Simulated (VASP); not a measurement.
# Cu: single point with PBE

Slab: Cu, a slab with vacuum.

```xyz
5
Lattice="2.5665 0.0000 0.0000 -1.2833 2.2227 0.0000 0.0000 0.0000 24.3822" Properties=species:S:1:pos:R:3 pbc="T T T"
Cu    1.9249    0.3704    8.0000
Cu   -0.6416    1.8522   10.0956
Cu    0.6416    1.1113   12.1911
Cu    1.9249    0.3704   14.2866
Cu   -0.6416    1.8522   16.3822
```

```json
{"Program": "VASP 6.6.1", "Task": "single point", "Functional": "PBE", "Potentials or basis": "VASP PAW PBE potentials, release 64 (Cu)", "Cutoff": "520 eV", "k mesh": "15 × 15 × 1", "Occupations": "fermi-dirac, width 0.1 eV", "Spin": "no spin polarisation"}
```

```yaml
Largest_force: 0.047 eV/Å
```

Forces in eV/Å, atoms in the order of the input:
```
Cu   0.000  0.000  0.042
Cu   0.000  0.000 -0.047
Cu   0.000  0.000  0.000
Cu   0.000  0.000  0.047
Cu   0.000  0.000 -0.042
```

Levels at points of the mesh, in eV from the Fermi level:
| k point | band 24 | band 25 | band 26 | band 27 | band 28 | band 29 | band 30 | band 31 | band 32 | band 33 |
| --- | --- | --- | --- | --- | --- | --- | --- | --- | --- | --- |
| (0.00, 0.00, 0.00) | -1.94 | -1.94 | -1.69 | -1.69 | -1.62 | -1.62 | -0.98 | -0.28 | 4.14 | 4.57 |

Wall time 2.8 min on 1 thread of Intel(R) Xeon(R) 6975P-C (Granite Rapids), with other jobs on the host, peak memory 0.31 GiB.
